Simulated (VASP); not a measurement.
# Mg12F in VASP: further runs

The runs below take Mg12F through single point, with PBEsol.

Program: VASP 6.6.1. These are calculated values, not measurements. Logs are shortened: lines on timing, memory, paths and dates and some standing lists are left out, and cuts for length are marked.

**1. The cell of the first run**

The cell holds a slab with vacuum, 13 atoms: a = 6.420 Å, b = 6.420 Å, c = 18.213 Å, α = 90.00°, β = 90.00°, γ = 60.00°.

**2. Single point, PBEsol**

Contents of INCAR:

```
SYSTEM = Mg12F
PREC = Accurate
ENCUT = 520
EDIFF = 1E-6
ISMEAR = 0
SIGMA = 0.1
LREAL = .FALSE.
LASPH = .TRUE.
NELM = 60
ALGO = Normal
ISIF = 2
LWAVE = .FALSE.
LCHARG = .FALSE.
GGA = PS
NBANDS = 28
```

Contents of KPOINTS:

```
regular mesh
0
G
  4 4 1
  0 0 0
```

Contents of POSCAR:

```
Mg12F
1.0
    6.4200000000      0.0000000000      0.0000000000
    3.2100000000      5.5598830000      0.0000000000
    0.0000000000      0.0000000000     18.2130400000
Mg F
12 1
Direct
    0.0000000000      0.0000000000      0.0549057159
    0.5000000000      0.0000000000      0.0549057159
   -0.0000000450      0.5000000899      0.0549057159
    0.4999999550      0.5000000899      0.0549057159
   -0.1718307534      0.3442692949      0.1934975710
    0.3326636194      0.3352870915      0.1943072656
   -0.1662714131      0.8374104275      0.1940630449
    0.3296218383      0.8373856069      0.1940663393
   -0.0106461280      0.0225193588      0.3297725695
    0.5010885692     -0.0010036182      0.3330205721
   -0.0101391899      0.5146883487      0.3390983603
    0.4967166384      0.5146583121      0.3391122514
    1.2718071368      0.4576265364      0.3949741504
```

Potentials or basis: VASP PAW PBE potentials, release 64 (Mg, F).

Command:

```console
> cat potpaw_PBE.64/Mg/POTCAR potpaw_PBE.64/F/POTCAR > POTCAR
> mpirun -np 1 vasp_std > vasp.out
```

OUTCAR:

```text
SYSTEM = Mg12F
   PREC = Accurate
   ENCUT = 520
   EDIFF = 1E-6
   ISMEAR = 0
   LREAL = .FALSE.
   LASPH = .TRUE.
   NELM = 60
   ISIF = 2
   GGA = PS

 ion  position               nearest neighbor table
   1  0.000  0.000  0.055-   7 3.13   8 3.13   5 3.17   4 3.21   3 3.21   2 3.21   2 3.21   3 3.21
                             4 3.21
   2  0.500  0.000  0.055-   8 3.14   7 3.14   6 3.15   3 3.21   4 3.21   1 3.21   1 3.21   4 3.21
                             3 3.21
   3  1.000  0.500  0.055-   5 3.11   6 3.14   7 3.15   2 3.21   1 3.21   4 3.21   4 3.21   1 3.21
                             2 3.21
   4  0.500  0.500  0.055-   5 3.12   6 3.14   8 3.15   1 3.21   2 3.21   3 3.21   3 3.21   2 3.21
                             1 3.21
   5  0.828  0.344  0.193-   9 3.06   3 3.11   4 3.12   1 3.17   8 3.18   7 3.18   6 3.21   6 3.21
                            12 3.23  11 3.23   7 3.24   8 3.24
   6  0.333  0.335  0.194-   4 3.14   3 3.14  10 3.14   2 3.15   8 3.21   7 3.21   5 3.21   5 3.21
                             7 3.21   8 3.21  11 3.25  12 3.26
   7  0.834  0.837  0.194-   9 3.12   1 3.13  10 3.13   2 3.14   3 3.15   8 3.18   5 3.18  11 3.19
                             6 3.21   6 3.21   5 3.24   8 3.24
   8  0.330  0.837  0.194-   9 3.11   1 3.13  10 3.14   2 3.14   4 3.15   5 3.18   7 3.18  12 3.19
                             6 3.21   6 3.21   7 3.24   5 3.24
   9  0.989  0.023  0.330-   5 3.06   8 3.11   7 3.12  12 3.17  11 3.17  10 3.21  10 3.21  11 3.26
                            12 3.26
  10  0.501  0.999  0.333-  12 3.13  11 3.13   7 3.13   8 3.14   6 3.14   9 3.21   9 3.21  11 3.30
                            12 3.30
  11  0.990  0.515  0.339-  13 1.95  10 3.13   9 3.17  12 3.17   7 3.19   5 3.23  12 3.25   6 3.25
                             9 3.26  10 3.30
  12  0.497  0.515  0.339-  13 1.94  10 3.13   9 3.17  11 3.17   8 3.19   5 3.23  11 3.25   6 3.26
                             9 3.26  10 3.30
  13  0.272  0.458  0.395-  12 1.94  11 1.95

  LATTYP: Found a hexagonal cell.
 ALAT       =     6.4199999201
 C/A-ratio  =     2.8369221537

  Lattice vectors:

 A1 = (  -3.2100000000,  -5.5598830000,   0.0000000000)
 A2 = (   6.4200000000,   0.0000000000,   0.0000000000)
 A3 = (   0.0000000000,   0.0000000000,  18.2130400000)

Analysis of symmetry for initial positions (statically):
=====================================================================
 Subroutine PRICEL returns:
 Original cell was already a primitive cell.

 Routine SETGRP: Setting up the symmetry group for a
 hexagonal supercell.

 Subroutine GETGRP returns: Found  1 space group operations
 (whereof  1 operations were pure point group operations)
 out of a pool of 24 trial point group operations.

[... 137 lines left out ...]
   EFERMI_NEDOS =   21; number of points for ismear=-14 and -15
   IALGO  =     38    algorithm
   IMIX   =      4    mixing-type and parameters
     AMIX     =   0.40;   BMIX     =  1.00
     AMIX_MAG =   1.60;   BMIX_MAG =  1.00
  volume/ion in A,a.u.               =      50.01       337.47
  Fermi-wavevector in a.u.,A,eV,Ry     =   0.593655  1.121846  4.795055  0.352427
  Thomas-Fermi vector in A             =   1.642938
   LORBIT       =      0    0 simple, 1 ext, 2 COOP (PROOUT), +10 PAW based schemes
   GGA     = PS    functional components
   LHFCALC =     F    Hartree Fock is set to
   AEXX    =    0.0000 exact exchange contribution
   IVDW    =     0    specifies the selected vdW correction
   LEPSILON=     F    determine dielectric tensor
   LRPA    =     F    only Hartree local field effects (RPA)
 non-spin polarized calculation
 Gauss-broadening in eV      SIGMA  =   0.10
  energy-cutoff  :      520.00
  volume of cell :      650.10
 maximum number of plane-waves:     17580
   NGX = 23   NGY = 23   NGZ = 67

 number of electron      31.0000008 magnetization

 Free energy of the ion-electron system (eV)
  ---------------------------------------------------
  ext. energy  EPLUGINS =         0.00000000
  ---------------------------------------------------
  free energy    TOTEN  =       -24.49040272 eV

  energy without entropy =      -24.46056744  energy(sigma->0) =      -24.47548508

 E-fermi :  -0.9082     XC(G=0):  -4.5817

 val. band max:       -1.1903286518   @ k =   0.2500  -0.0000   0.0000
 cond. band min:      -0.8951903302   @ k =   0.2500   0.2500   0.0000
 fundamental gap:      0.2951383216
 Fermi energy:        -0.9082100576

 k-point     1 :       0.0000    0.0000    0.0000
  band No.  band energies     occupation
      1     -25.5215      2.00000
      2      -7.8546      2.00000
      3      -7.5557      2.00000
      4      -7.1505      2.00000
      5      -7.0153      2.00000
      6      -5.8216      2.00000
[... 289 lines left out ...]
     26       2.1949      0.00000
     27       2.4266      0.00000
 [bands above 27 left out]

------------------------ aborting loop because EDIFF is reached ----------------------------------------

  FORCE on cell =-STRESS in cart. coord.  units (eV):
  Direction    XX          YY          ZZ          XY          YZ          ZX
  --------------------------------------------------------------------------------------
  -------------------------------------------------------------------------------------
  Total       -4.2182933     -2.5722789     -0.0965416      0.0014736     -0.4681959     -0.0188042
  in kB      -10.3959512     -6.3393614     -0.2379260      0.0036316     -1.1538652     -0.0463429
  external PRESSURE =      -5.6577462 kB  Pullay stress =       0.0000000 kB

 VOLUME and BASIS-vectors are now :
 -----------------------------------------------------------------------------
  energy-cutoff  :      520.00
  volume of cell :      650.10
      direct lattice vectors                 reciprocal lattice vectors
     6.420000000  0.000000000  0.000000000     0.155763240 -0.089929950  0.000000000
     3.210000000  5.559883000  0.000000000     0.000000000  0.179859900  0.000000000
     0.000000000  0.000000000 18.213040000     0.000000000  0.000000000  0.054905716

 POSITION                                       TOTAL-FORCE (eV/Angst)
 -----------------------------------------------------------------------------------
      0.00000      0.00000      1.00000         0.001351      0.019170      0.049813
      3.21000      0.00000      1.00000         0.001116      0.009439      0.012960
      8.02500      2.77994      1.00000         0.028420      0.012466     -0.029251
      4.81500      2.77994      1.00000        -0.026406      0.012472     -0.029440
      6.42195      1.91410      3.52418        -0.000106      0.006251      0.001080
      3.21197      1.86416      3.53893        -0.000140      0.004336     -0.000537
      8.04063      4.65590      3.53448        -0.001141      0.003811      0.001906
      4.80418      4.65577      3.53454        -0.000093      0.003869      0.001680
      6.42394      0.12521      6.00616        -0.000638      0.020480     -0.017109
      6.42377      5.55430      6.06532        -0.000421      0.011896      0.012716
      8.00706      2.86161      6.17601         0.005725      0.015098      0.006983
      4.84097      2.86144      6.17626        -0.006794      0.015486      0.006547
      3.21398      2.54435      7.19368        -0.000870     -0.134772     -0.017347
 -----------------------------------------------------------------------------------
    total drift:                               -0.000342      0.000469     -0.000175

  FREE ENERGIE OF THE ION-ELECTRON SYSTEM (eV)
  ---------------------------------------------------
  free  energy   TOTEN  =       -24.4904027222 eV

  energy  without entropy=      -24.4605674366  energy(sigma->0) =      -24.47548508
```

It took 6.8 min on 1 thread of Oxide Virtual Turin-like, shared host; peak memory 0.68 GiB.

Results:

* Free energy: -24.4904 eV
* Largest force: 0.136 eV/Å
* Band gap on the k mesh: zero (an odd number of electrons rules out a gap without spin polarisation)

Forces on the atoms (eV/Å):
```
Mg   0.001  0.019  0.050
Mg   0.001  0.009  0.013
Mg   0.028  0.012 -0.029
Mg  -0.026  0.012 -0.029
Mg   0.000  0.006  0.001
Mg   0.000  0.004 -0.001
Mg  -0.001  0.004  0.002
Mg   0.000  0.004  0.002
Mg  -0.001  0.020 -0.017
Mg   0.000  0.012  0.013
Mg   0.006  0.015  0.007
Mg  -0.007  0.015  0.007
F   -0.001 -0.135 -0.017
```

Caveat: there is no dipole correction, which matters where the two faces differ; the PAW data sets were made with another functional, which shifts forces and pressure a little.

**3. Single point, PBEsol**

Contents of INCAR:

```
SYSTEM = Mg12F
PREC = Accurate
ENCUT = 520
EDIFF = 1E-6
ISMEAR = 0
SIGMA = 0.1
LREAL = .False.
LASPH = .True.
NELM = 60
ALGO = Normal
ISIF = 2
LWAVE = .False.
LCHARG = .False.
GGA = PS
NBANDS = 28
```

Contents of KPOINTS:

```
Automatic mesh
0
Gamma
  4 4 1
  0 0 0
```

Contents of POSCAR:

```
Mg12F
1.0
    6.4200000000      0.0000000000      0.0000000000
    3.2100000000      5.5598830000      0.0000000000
    0.0000000000      0.0000000000     18.2130400000
Mg F
12 1
Direct
    0.0000000000      0.0000000000      0.0549057159
    0.5000000000      0.0000000000      0.0549057159
   -0.0000000450      0.5000000899      0.0549057159
    0.4999999550      0.5000000899      0.0549057159
   -0.1607919156      0.3259744854      0.1928830113
    0.3327607791      0.3312242362      0.1934602900
   -0.1694923438      0.8306052483      0.1940498676
    0.3328919223      0.8261407659      0.1936663511
    0.0042799690     -0.0123783180      0.3384962642
    0.4866200409     -0.0040033217      0.3307335294
    0.0044282285      0.4830232938      0.3375208642
    0.5155120221      0.4806295384      0.3301433478
    0.9990200393      0.7367505755      0.3962040933
```

Potentials or basis: VASP PAW PBE potentials, release 64 (Mg, F).

Command:

```console
> cat potpaw_PBE.64/Mg/POTCAR potpaw_PBE.64/F/POTCAR > POTCAR
> mpirun -np 1 vasp_std > vasp.out
```

OUTCAR:

```text
SYSTEM = Mg12F
   PREC = Accurate
   ENCUT = 520
   EDIFF = 1E-6
   ISMEAR = 0
   LREAL = .False.
   LASPH = .True.
   NELM = 60
   ISIF = 2
   GGA = PS

 ion  position               nearest neighbor table
   1  0.000  0.000  0.055-   5 3.10   8 3.13   7 3.16   4 3.21   3 3.21   2 3.21   2 3.21   3 3.21
                             4 3.21
   2  0.500  0.000  0.055-   6 3.12   7 3.13   8 3.16   3 3.21   4 3.21   1 3.21   1 3.21   4 3.21
                             3 3.21
   3  1.000  0.500  0.055-   5 3.13   6 3.13   7 3.13   2 3.21   1 3.21   4 3.21   4 3.21   1 3.21
                             2 3.21
[... 531 lines left out ...]
  energy-cutoff  :      520.00
  volume of cell :      650.10
      direct lattice vectors                 reciprocal lattice vectors
     6.420000000  0.000000000  0.000000000     0.155763240 -0.089929950  0.000000000
     3.210000000  5.559883000  0.000000000     0.000000000  0.179859900  0.000000000
     0.000000000  0.000000000 18.213040000     0.000000000  0.000000000  0.054905716

 POSITION                                       TOTAL-FORCE (eV/Angst)
 -----------------------------------------------------------------------------------
      0.00000      0.00000      1.00000        -0.022707     -0.049134     -0.036336
      3.21000      0.00000      1.00000        -0.008254     -0.014979      0.010555
      8.02500      2.77994      1.00000         0.014696      0.020846     -0.042309
      4.81500      2.77994      1.00000        -0.009214     -0.013075      0.026609
      6.43409      1.81238      3.51299         0.008628     -0.008471      0.001379
      3.19955      1.84157      3.52350        -0.001060     -0.000900     -0.001794
      7.99810      4.61807      3.53424        -0.001790     -0.002900      0.006664
      4.78908      4.59325      3.52725        -0.006640     -0.006751     -0.006209
      3.19774      5.49106      6.16505        -0.001877     -0.007661      0.023883
      6.32125      5.53762      6.02366        -0.001758      0.010977     -0.018044
      1.57893      2.68555      6.14728         0.018441      0.030716      0.040075
      4.85241      2.67224      6.01291         0.008945      0.009585     -0.014815
      8.77868      4.09625      7.21608         0.002589      0.031745      0.010342
 -----------------------------------------------------------------------------------
    total drift:                                0.000725      0.000501     -0.000036

  FREE ENERGIE OF THE ION-ELECTRON SYSTEM (eV)
  ---------------------------------------------------
  free  energy   TOTEN  =       -24.4688941322 eV

  energy  without entropy=      -24.4414662710  energy(sigma->0) =      -24.45518020
```

OSZICAR:

```text
N       E                     dE             d eps       ncg     rms          rms(c)
DAV:   1     0.123089025287E+03    0.12309E+03   -0.82392E+03   568   0.732E+02
DAV:   2     0.126711641694E+00   -0.12296E+03   -0.11394E+03   824   0.123E+02
DAV:   3    -0.254482459075E+02   -0.25575E+02   -0.25225E+02   708   0.544E+01
[... 13 lines left out ...]
DAV:  17    -0.244688737480E+02   -0.95058E-04   -0.98353E-06   676   0.126E-02    0.181E-03
DAV:  18    -0.244688890223E+02   -0.15274E-04   -0.10142E-06   604   0.545E-03    0.594E-04
DAV:  19    -0.244688927674E+02   -0.37452E-05   -0.27762E-07   516   0.217E-03    0.227E-04
DAV:  20    -0.244688940196E+02   -0.12522E-05   -0.81768E-08   536   0.899E-04    0.729E-05
DAV:  21    -0.244688941322E+02   -0.11261E-06   -0.11921E-08   476   0.418E-04
   1 F= -.24468894E+02 E0= -.24455180E+02  d E =-.274279E-01
```

stdout:

```text
POSCAR found type information on POSCAR MgF
 POSCAR found :  2 types and      13 ions
 scaLAPACK will be used
 -----------------------------------------------------------------------------
|                                                                             |
|                                                                             |
|     You enforced a specific xc type in the INCAR file but a different       |
|     I HOPE YOU KNOW WHAT YOU ARE DOING!                                     |
|                                                                             |
 -----------------------------------------------------------------------------

 LDA part: xc-table for (Slater+PW92), standard interpolation
 POSCAR, INCAR and KPOINTS ok, starting setup
 FFT: planning ... GRIDC
 FFT: planning ... GRID_SOFT
 FFT: planning ... GRID
 WAVECAR not read
 entering main loop
```

It took 7.1 min on 1 thread of Oxide Virtual Turin-like, shared host; peak memory 0.68 GiB.

What came out:

```yaml
Free_energy: -24.4689 eV
Largest_force: 0.065 eV/Å
Band_gap_on_the_k_mesh: zero (an odd number of electrons rules out a gap without spin polarisation)
```

Forces in eV/Å, atoms in the order of the input:
```
Mg  -0.023 -0.049 -0.036
Mg  -0.008 -0.015  0.011
Mg   0.015  0.021 -0.042
Mg  -0.009 -0.013  0.027
Mg   0.009 -0.008  0.001
Mg  -0.001 -0.001 -0.002
Mg  -0.002 -0.003  0.007
Mg  -0.007 -0.007 -0.006
Mg  -0.002 -0.008  0.024
Mg  -0.002  0.011 -0.018
Mg   0.018  0.031  0.040
Mg   0.009  0.010 -0.015
F    0.003  0.032  0.010
```

Caveat: there is no dipole correction, which matters where the two faces differ; the PAW data sets were made with another functional, which shifts forces and pressure a little.

The gap in the log of VASP goes by the Fermi energy; the results here count the filled bands.